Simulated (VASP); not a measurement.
# MgS (I-4m2) in VASP: notebook, part 2 of 2

VASP 6.6.1. Earlier steps stand in the parts before.

### 3 Single point, PBEsol (strain +0.0250 x Voigt [1, 1, 0, 0, 0, 0])

Input file INCAR:

```
SYSTEM = MgS
PREC     = Accurate       ! precision mode
ENCUT    = 520            ! plane-wave cutoff, eV
EDIFF    = 1E-6           ! SCF threshold, eV
ISMEAR   = 0              ! smearing method
SIGMA    = 0.05           ! smearing width, eV
LREAL    = .FALSE.        ! projectors in reciprocal space
LASPH    = .TRUE.         ! aspherical terms in the spheres
NELM     = 100            ! most SCF steps
ALGO     = Normal         ! electronic algorithm
ISIF     = 2              ! what is computed and relaxed
LWAVE    = .FALSE.        ! write WAVECAR
LCHARG   = .FALSE.        ! write CHGCAR
GGA      = PS             ! functional
NBANDS   = 11             ! bands
```

Input file KPOINTS:

```
Automatic mesh
0
G
  8 8 8
  0 0 0
```

Input file POSCAR:

```
MgS
1.0
    0.0000000000      2.9039480480      2.8331200468
    2.9039480480      0.0000000000      2.8331200468
    2.9039480480      2.9039480480      0.0000000000
Mg S
1 1
Direct
    0.0000000000      0.0000000000      0.0000000000
    0.7500000000      0.7500000000      0.7500000000
```

Potentials or basis: VASP PAW PBE potentials, release 64 (Mg, S).

Command:

```
$ cat potpaw_PBE.64/Mg/POTCAR potpaw_PBE.64/S/POTCAR > POTCAR
$ mpirun -np 1 vasp_std > vasp.out
```

OUTCAR:

```text
SYSTEM = MgS
   PREC = Accurate
   ENCUT = 520
   EDIFF = 1E-6
   ISMEAR = 0
   LREAL = .FALSE.
   LASPH = .TRUE.
   NELM = 100
   ISIF = 2
   GGA = PS

 ion  position               nearest neighbor table
   1  0.000  0.000  0.000-   2 2.49   2 2.49   2 2.49   2 2.49
   2  0.750  0.750  0.750-   1 2.49   1 2.49   1 2.49   1 2.49

  LATTYP: Found a body centered tetragonal cell.
 ALAT       =     4.1068027139
 C/A-ratio  =     1.3797205486

  Lattice vectors:

 A1 = (   0.0000000000,  -2.9039480480,  -2.8331200468)
 A2 = (   0.0000000000,   2.9039480480,  -2.8331200468)
 A3 = (   2.9039480480,   0.0000000000,   2.8331200468)

Analysis of symmetry for initial positions (statically):
=====================================================================
 Subroutine PRICEL returns:
 Original cell was already a primitive cell.

 Routine SETGRP: Setting up the symmetry group for a
 body centered tetragonal supercell.

 Subroutine GETGRP returns: Found  8 space group operations
 (whereof  8 operations were pure point group operations)
 out of a pool of 16 trial point group operations.

The static configuration has the point symmetry D_2d.

Analysis of symmetry for dynamics (positions and initial velocities):
=====================================================================
 Subroutine PRICEL returns:
 Original cell was already a primitive cell.

 Routine SETGRP: Setting up the symmetry group for a
 body centered tetragonal supercell.

 Subroutine GETGRP returns: Found  8 space group operations
 (whereof  8 operations were pure point group operations)
 out of a pool of 16 trial point group operations.

The dynamic configuration has the point symmetry D_2d.

 Subroutine INISYM returns: Found  8 space group operations
 (whereof  8 operations are pure point group operations),
 and found     1 'primitive' translations

----------------------------------------------------------------------------------------

                                     Primitive cell

  volume of cell :      47.7829
[... 112 lines left out ...]
  Thomas-Fermi vector in A             =   2.025478
   LORBIT       =      0    0 simple, 1 ext, 2 COOP (PROOUT), +10 PAW based schemes
   GGA     = PS    functional components
   LHFCALC =     F    Hartree Fock is set to
   AEXX    =    0.0000 exact exchange contribution
   IVDW    =     0    specifies the selected vdW correction
   LEPSILON=     F    determine dielectric tensor
   LRPA    =     F    only Hartree local field effects (RPA)
 non-spin polarized calculation
 Gauss-broadening in eV      SIGMA  =   0.05
  energy-cutoff  :      520.00
  volume of cell :       47.78
 maximum number of plane-waves:      1303
   NGX = 15   NGY = 15   NGZ = 15

 number of electron       8.0000001 magnetization

 Free energy of the ion-electron system (eV)
  ---------------------------------------------------
  ext. energy  EPLUGINS =         0.00000000
  ---------------------------------------------------
  free energy    TOTEN  =        -8.88969363 eV

  energy without entropy =       -8.88969363  energy(sigma->0) =       -8.88969363

 E-fermi :   0.9634     XC(G=0):  -8.3795

 val. band max:        0.7295120518   @ k =   0.0000   0.0000   0.0000
 cond. band min:       3.7378019872   @ k =   0.0000   0.0000   0.0000
 fundamental gap:      3.0082899354
 Fermi energy:         0.9633992927

 k-point     1 :       0.0000    0.0000    0.0000
  band No.  band energies     occupation
      1     -10.4145      2.00000
      2       0.6699      2.00000
      3       0.6699      2.00000
      4       0.7295      2.00000
      5       3.7378      0.00000
      6       8.4252      0.00000
      7       8.4252      0.00000
      8       8.4428      0.00000
      9      11.1625      0.00000
     10      11.5507      0.00000
     11      13.8177      0.00000
[... 309 lines left out ...]
 k-point    24 :       0.3750    0.0000    0.1250
  band No.  band energies     occupation
      1      -9.9226      2.00000
      2      -1.6967      2.00000
      3       0.1665      2.00000
      4       0.2924      2.00000
      5       5.8953      0.00000
      6       7.5606      0.00000
      7       8.4269      0.00000
      8       8.9666      0.00000
      9      11.1301      0.00000
     10      12.6946      0.00000
     11      13.2924      0.00000

 [... further k-points ...]
[... 5 lines left out ...]
  --------------------------------------------------------------------------------------
  -------------------------------------------------------------------------------------
  Total       -0.9615757     -0.9615757     -0.8046759      0.0000000      0.0000000      0.0000000
  in kB      -32.2419583    -32.2419583    -26.9810549      0.0000000      0.0000000      0.0000000
  external PRESSURE =     -30.4883238 kB  Pullay stress =       0.0000000 kB

 VOLUME and BASIS-vectors are now :
 -----------------------------------------------------------------------------
  energy-cutoff  :      520.00
  volume of cell :       47.78
      direct lattice vectors                 reciprocal lattice vectors
     0.000000000  2.903948048  2.833120047    -0.172179389  0.172179389  0.176483874
     2.903948048  0.000000000  2.833120047     0.172179389 -0.172179389  0.176483874
     2.903948048  2.903948048  0.000000000     0.172179389  0.172179389 -0.176483874

 POSITION                                       TOTAL-FORCE (eV/Angst)
 -----------------------------------------------------------------------------------
      0.00000      0.00000      0.00000        -0.000000     -0.000000     -0.000000
      4.35592      4.35592      4.24968         0.000000      0.000000      0.000000
 -----------------------------------------------------------------------------------
    total drift:                               -0.000000     -0.000000     -0.000000

  FREE ENERGIE OF THE ION-ELECTRON SYSTEM (eV)
  ---------------------------------------------------
  free  energy   TOTEN  =        -8.8896936338 eV

  energy  without entropy=       -8.8896936338  energy(sigma->0) =       -8.88969363
```

stdout:

```text
POSCAR found type information on POSCAR MgS
 POSCAR found :  2 types and       2 ions
 scaLAPACK will be used
 -----------------------------------------------------------------------------
|                                                                             |
|                                                                             |
|     You enforced a specific xc type in the INCAR file but a different       |
|     I HOPE YOU KNOW WHAT YOU ARE DOING!                                     |
|                                                                             |
 -----------------------------------------------------------------------------

 LDA part: xc-table for (Slater+PW92), standard interpolation
 POSCAR, INCAR and KPOINTS ok, starting setup
 FFT: planning ... GRIDC
 FFT: planning ... GRID_SOFT
 FFT: planning ... GRID
 WAVECAR not read
 entering main loop
```

Run time: 33 s. Hardware: 1 thread of Intel Xeon 8259CL, shared host; peak memory 0.19 GiB.

What came out:

| Item | Value |
| --- | --- |
| Free energy | -8.8897 eV |
| Pressure | -3.0 GPa |
| Band gap on the k mesh | 3.01 eV, direct |

Stress tensor (GPa, compression positive):
```
-3.22  0.00  0.00
 0.00 -3.22  0.00
 0.00  0.00 -2.70
```

Levels at points of the mesh, in eV from the valence-band top:
| k point | band 2 | band 3 | band 4 | band 5 | band 6 | band 7 |
| --- | --- | --- | --- | --- | --- | --- |
| (0.00, 0.00, 0.00) | -0.06 | -0.06 | 0.00 | 3.01 | 7.70 | 7.70 |
| (0.50, 0.00, 0.00) | -3.05 | -0.41 | -0.30 | 4.76 | 7.31 | 7.55 |
| (0.50, 0.50, 0.00) | -2.67 | -1.10 | -1.10 | 3.68 | 5.31 | 10.69 |
| (0.50, 0.00, 0.50) | -2.79 | -1.00 | -0.99 | 3.73 | 5.49 | 10.41 |

Caveat: the cell differs from its parent crystal (strain +0.0250 x Voigt [1, 1, 0, 0, 0, 0]); the PAW data sets were made with another functional, which shifts forces and pressure a little.
